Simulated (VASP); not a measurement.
# TaN in VASP: notebook

Runs on TaN. Level: PBE. Tasks: single point.

Everything below comes from runs of VASP 6.6.1. Logs are shortened: lines on timing, memory, paths and dates and some standing lists are left out, and cuts for length are marked.

### 1 The cell of the first run

The cell holds a disordered packing, 16 atoms: a = 5.917 Å, b = 5.654 Å, c = 5.524 Å, α = 94.50°, β = 89.17°, γ = 87.23°.

### 2 Single point, PBE

INCAR reads:

```
SYSTEM = TaN
  PREC = Accurate
  ENCUT = 520
  EDIFF = 1E-6
  ISMEAR = -1
  SIGMA = 0.3447
  LREAL = Auto
  LASPH = .TRUE.
  NELM = 120
  ALGO = Normal
  ISIF = 2
  LWAVE = .FALSE.
  LCHARG = .FALSE.
  GGA = PE
  ISYM = -1
  NBANDS = 78
  GGA_COMPAT = .FALSE.
```

KPOINTS reads:

```
explicit points
1
Reciprocal
  0.25000000   0.25000000   0.25000000 1
```

POSCAR reads:

```
TaN
1.0
    5.9152850000      0.1408810000      0.0440940000
    0.1408810000      5.6478040000     -0.2198280000
    0.0440940000     -0.2198280000      5.5198490000
Ta N
8 8
Direct
    0.5463495184      0.2571684509      0.2109525262
    0.0854636862      0.2352077871      0.6440248314
    0.5091031888      0.8891430164      0.7063588397
    0.4184467670      0.7892001887      0.1866649445
    0.0312474347      0.5011410991      0.1408413566
    0.8839100671      0.9262407769      0.1262600711
    0.0482243261      0.7625152669      0.5943995574
    0.5880165735      0.3243953221      0.6848379679
    0.7959398465      0.2581653022      0.4471442589
    0.7195841068      0.7171902354      0.8312117149
    0.7434316841      0.7941866916      0.3774185843
    0.2319031936      0.8525582868      0.9367771915
    0.3548762577      0.4334624173      0.9965568374
    0.8069219456      0.2872529720      0.9699558503
    0.3552177641      1.0984096361      0.4025409429
    0.4084963598      0.6278822044      0.5073011691
```

Potentials or basis: VASP PAW PBE potentials, release 64 (Ta_pv, N).

The run is started by

```
$ cat potpaw_PBE.64/Ta_pv/POTCAR potpaw_PBE.64/N/POTCAR > POTCAR
$ mpirun -np 1 vasp_std > vasp.out
```

OUTCAR:

```text
SYSTEM = TaN
   PREC = Accurate
   ENCUT = 520
   EDIFF = 1E-6
   ISMEAR = -1
   LREAL = Auto
   LASPH = .TRUE.
   NELM = 120
   ISIF = 2
   GGA = PE
   ISYM = -1

 ion  position               nearest neighbor table
   1  0.546  0.257  0.211-  15 1.85  13 1.95   9 1.98  14 2.04   8 2.63  16 2.65   6 2.68   4 2.78
                             8 2.97   4 3.08   5 3.27   5 3.32   3 3.36   3 3.58
   2  0.085  0.235  0.644-   9 2.05  15 2.14  14 2.41   7 2.69   8 2.96   7 3.01   5 3.03   8 3.05
                             3 3.14   5 3.27   6 3.49   6 3.52
   3  0.509  0.889  0.706-  10 1.73  16 1.90  12 2.09  11 2.28  15 2.30   8 2.54   4 2.81   7 2.92
                             4 2.94   2 3.14   8 3.20   6 3.23   7 3.27   1 3.36   1 3.58
   4  0.418  0.789  0.187-  12 1.83  15 2.05  16 2.06  11 2.21  13 2.25  10 2.63   1 2.78   3 2.81
                             5 2.88   6 2.92   3 2.94   1 3.08   7 3.14   6 3.25
   5  0.031  0.501  0.141-  14 2.03  13 2.07   6 2.52  11 2.58  12 2.68   9 2.68   7 2.81   4 2.88
                             2 3.03   1 3.27   2 3.27   1 3.32   6 3.40   7 3.47
   6  0.884  0.926  0.126-  11 1.83  10 2.20  12 2.30  14 2.31   9 2.51   5 2.52   1 2.68   4 2.92
                             7 2.98   7 3.14   3 3.23   4 3.25   5 3.40   2 3.49   2 3.52
   7  0.048  0.763  0.594-  11 2.19  12 2.23  16 2.26  10 2.36   2 2.69   5 2.81   3 2.92   6 2.98
                             2 3.01   4 3.14   6 3.14   3 3.27   5 3.47
   8  0.588  0.324  0.685-   9 1.79  14 2.07  13 2.22  16 2.27  15 2.43  10 2.47   3 2.54   1 2.63
                             2 2.96   1 2.97   2 3.05   3 3.20
   9  0.796  0.258  0.447-   8 1.79   1 1.98   2 2.05   6 2.51   5 2.68
  10  0.720  0.717  0.831-   3 1.73   6 2.20   7 2.36   8 2.47   4 2.63
  11  0.743  0.794  0.377-   6 1.83   7 2.19   4 2.21   3 2.28   5 2.58
  12  0.232  0.853  0.937-   4 1.83   3 2.09   7 2.23   6 2.30   5 2.68
  13  0.355  0.433  0.997-   1 1.95   5 2.07   8 2.22   4 2.25
  14  0.807  0.287  0.970-   5 2.03   1 2.04   8 2.07   6 2.31   2 2.41
  15  0.355  0.098  0.403-   1 1.85   4 2.05   2 2.14   3 2.30   8 2.43
  16  0.408  0.628  0.507-   3 1.90   4 2.06   7 2.26   8 2.27   1 2.65

IMPORTANT INFORMATION: All symmetrisations will be switched off!
NOSYMM: (Re-)initialisation of all symmetry stuff for point group C_1.

----------------------------------------------------------------------------------------

                                     Primitive cell

  volume of cell :     184.0000

  direct lattice vectors                    reciprocal lattice vectors
     5.915285000  0.140881000  0.044094000     0.169166816 -0.004278993 -0.001521760
     0.140881000  5.647804000 -0.219828000    -0.004278993  0.177443090  0.007100853
     0.044094000 -0.219828000  5.519849000    -0.001521760  0.007100853  0.181459324

  length of vectors
     5.917126699  5.653836028  5.524400566     0.169227767  0.177636658  0.181604582

  position of ions in fractional coordinates (direct lattice)
     0.546349518  0.257168451  0.210952526
     0.085463686  0.235207787  0.644024831
[... 79 lines left out ...]
   EFERMI_NEDOS =   21; number of points for ismear=-14 and -15
   IALGO  =     38    algorithm
   IMIX   =      4    mixing-type and parameters
     AMIX     =   0.40;   BMIX     =  1.00
     AMIX_MAG =   1.60;   BMIX_MAG =  1.00
  volume/ion in A,a.u.               =      11.50        77.61
  Fermi-wavevector in a.u.,A,eV,Ry     =   1.450571  2.741181 28.628765  2.104155
  Thomas-Fermi vector in A             =   2.568167
   LORBIT       =      0    0 simple, 1 ext, 2 COOP (PROOUT), +10 PAW based schemes
   GGA     = PE    functional components
   LHFCALC =     F    Hartree Fock is set to
   AEXX    =    0.0000 exact exchange contribution
   IVDW    =     0    specifies the selected vdW correction
   LEPSILON=     F    determine dielectric tensor
   LRPA    =     F    only Hartree local field effects (RPA)
 non-spin polarized calculation
  energy-cutoff  :      520.00
  volume of cell :      184.00
 maximum number of plane-waves:      4947
 NGX is ok and might be reduce to    48
   NGX = 21   NGY = 21   NGZ = 21

 number of electron     128.0000004 magnetization

 Free energy of the ion-electron system (eV)
  ---------------------------------------------------
  ext. energy  EPLUGINS =         0.00000000
  ---------------------------------------------------
  free energy    TOTEN  =      -162.96235302 eV

  energy without entropy =     -160.25505638  energy(sigma->0) =     -161.60870470

 E-fermi :   7.5875     XC(G=0): -12.8284

 val. band max:        7.4986443004   @ k =   0.2500   0.2500   0.2500
 cond. band min:       7.6286232139   @ k =   0.2500   0.2500   0.2500
 fundamental gap:      0.1299789135
 Fermi energy:         7.5875128230

 k-point     1 :       0.2500    0.2500    0.2500
  band No.  band energies     occupation
      1     -28.2044      2.00000
      2     -28.1472      2.00000
      3     -28.0667      2.00000
      4     -27.9632      2.00000
      5     -27.9059      2.00000
      6     -27.8419      2.00000
[... 68 lines left out ...]
     75      10.2160      0.00098
     76      10.4081      0.00056
 [bands above 76 left out]

------------------------ aborting loop because EDIFF is reached ----------------------------------------

  FORCE on cell =-STRESS in cart. coord.  units (eV):
  Direction    XX          YY          ZZ          XY          YZ          ZX
  --------------------------------------------------------------------------------------
  -------------------------------------------------------------------------------------
  Total       38.6733491     51.2653538     45.7301028      0.4113625    -14.7494132      3.5981140
  in kB      336.7475526    446.3922273    398.1941204      3.5819320   -128.4302735     31.3305188
  external PRESSURE =     393.7779668 kB  Pullay stress =       0.0000000 kB

 VOLUME and BASIS-vectors are now :
 -----------------------------------------------------------------------------
  energy-cutoff  :      520.00
  volume of cell :      184.00
      direct lattice vectors                 reciprocal lattice vectors
     5.915285000  0.140881000  0.044094000     0.169166816 -0.004278993 -0.001521760
     0.140881000  5.647804000 -0.219828000    -0.004278993  0.177443090  0.007100853
     0.044094000 -0.219828000  5.519849000    -0.001521760  0.007100853  0.181459324

 POSITION                                       TOTAL-FORCE (eV/Angst)
 -----------------------------------------------------------------------------------
      3.27735      1.48303      1.13198         0.081142      4.844281     -3.870024
      0.56708      1.19887      3.50698        -0.016164      0.947560     -0.008197
      3.16790      4.93815      3.72598        -4.258582      3.402959     -3.005840
      2.59465      4.47517      0.87532         1.799269     -2.666482      3.390543
      0.26165      2.80379      0.66864         0.029801     -3.027556      0.290159
      5.36464      5.32800      0.53230         2.047844      4.501562     -3.485237
[... 8 lines left out ...]
      2.13283      0.51735      2.21599        -2.212565     -1.407526      3.867622
      2.52720      3.49219      2.68021        -3.876907     -4.366624     -0.796041
 -----------------------------------------------------------------------------------
    total drift:                               -0.002264      0.003829      0.004007

  FREE ENERGIE OF THE ION-ELECTRON SYSTEM (eV)
  ---------------------------------------------------
  free  energy   TOTEN  =      -162.9623530227 eV

  energy  without entropy=     -160.2550563793  energy(sigma->0) =     -161.60870470
```

It took 1.8 min on 1 thread of Intel Xeon 8259CL, shared host; peak memory 0.28 GiB.

Results:

* Free energy: -162.9624 eV
* Pressure: 39.4 GPa
* Largest force: 10.231 eV/Å

Forces on the atoms (eV/Å):
```
Ta   0.081  4.844 -3.870
Ta  -0.016  0.948 -0.008
Ta  -4.259  3.403 -3.006
Ta   1.799 -2.666  3.391
Ta   0.030 -3.028  0.290
Ta   2.048  4.502 -3.485
Ta  -1.336 -1.279  0.724
Ta  -4.127  6.274  6.119
N    6.803 -0.860 -4.733
N    7.673 -4.248  5.268
N    1.599 -1.962  1.857
N   -4.811  1.644 -3.632
N   -1.811 -0.480 -0.125
N    2.416 -1.317 -1.861
N   -2.213 -1.408  3.868
N   -3.877 -4.367 -0.796
```

Stress tensor (GPa, compression positive):
```
 33.67   0.36   3.13
  0.36  44.64 -12.84
  3.13 -12.84  39.82
```

Levels at points of the mesh, in eV from the Fermi level:
```csv
k point,band 60,band 61,band 62,band 63,band 64,band 65,band 66,band 67,band 68,band 69
"(0.25, 0.25, 0.25)",-1.71,-1.08,-0.82,-0.27,-0.09,0.04,0.49,0.76,0.90,1.25
```

Caveat: the atoms stand as in a frame of molecular dynamics; so wide a smearing shifts energies and pressures; spin-orbit coupling is left out, which moves the levels of the heavy elements.

### 3 Single point, PBE

INCAR reads:

```
SYSTEM = TaN
ALGO = Normal
EDIFF = 1E-6
ENCUT = 520
GGA = PE
GGA_COMPAT = .False.
ISIF = 2
ISMEAR = -1
ISYM = -1
LASPH = .True.
LCHARG = .False.
LREAL = Auto
LWAVE = .False.
NBANDS = 78
NELM = 120
PREC = Accurate
SIGMA = 0.3447
```

KPOINTS is that of step 2.

POSCAR reads:

```
TaN
1.0
    5.9152850000      0.1408810000      0.0440940000
    0.1408810000      5.6478040000     -0.2198280000
    0.0440940000     -0.2198280000      5.5198490000
Ta N
8 8
Direct
    0.4913682429      0.2580854348      0.1899457782
    0.1292056443      0.2269425780      0.6349592424
    0.5085750019      0.8782322208      0.8277699130
    0.5459286009      0.7055190425      0.2901870439
   -0.0595102128      0.4388080650      0.1256440788
    0.9577951651      0.9394203775      0.1641979487
    0.0205408870      0.7262798633      0.7643163644
    0.6261428956      0.3402100994      0.6453527190
    0.8876877167      0.2326089687      0.3905062008
    0.6277795642      0.5912561551      0.9671656500
    0.8287396306      0.7303123873      0.5107215190
    0.1979783156      1.1253386988      0.9317820650
    0.2523881634      0.6336821452      1.1219510307
    0.7054953565      0.1473396625      0.9147625725
    0.4257448735      1.0441267651      0.4499730888
    0.3236860840      0.5673198367      0.5645207271
```

Potentials or basis: VASP PAW PBE potentials, release 64 (Ta_pv, N).

The run is started by

```
$ cat potpaw_PBE.64/Ta_pv/POTCAR potpaw_PBE.64/N/POTCAR > POTCAR
$ mpirun -np 1 vasp_std > vasp.out
```

Wall time 1.8 min (1 thread of Intel Xeon 8259CL, shared host); peak memory 0.28 GiB.

It converged, with:

* Free energy: -165.2578 eV
* Pressure: 26.2 GPa
* Largest force: 5.993 eV/Å

Forces on the atoms (eV/Å):
```
Ta  -3.503 -1.504 -1.728
Ta   2.425  2.360 -4.029
Ta  -1.936 -0.209 -2.997
Ta  -1.151  3.897  3.890
Ta   1.744  0.348 -2.964
Ta   1.434 -0.607  3.560
Ta   4.418 -1.397 -2.082
Ta   0.433  2.696  0.151
N   -2.599 -0.708  1.651
N    2.624 -3.141 -2.961
N   -3.921  0.584 -2.822
N    0.479 -2.897  5.224
N   -3.925  0.698 -0.758
N    3.318 -0.607  1.486
N    0.052  1.177  2.745
N    0.109 -0.692  1.634
```

Stress tensor (GPa, compression positive):
```
10.41 -3.50  1.34
-3.50 24.60  0.30
 1.34  0.30 43.64
```

Levels at points of the mesh, in eV from the Fermi level:
```tsv
k point	band 61	band 62	band 63	band 64	band 65	band 66	band 67	band 68
(0.25, 0.25, 0.25)	-0.88	-0.67	-0.40	-0.12	0.24	0.43	0.51	0.92
```

Caveat: the atoms stand as in a frame of molecular dynamics; so wide a smearing shifts energies and pressures; spin-orbit coupling is left out, which moves the levels of the heavy elements.
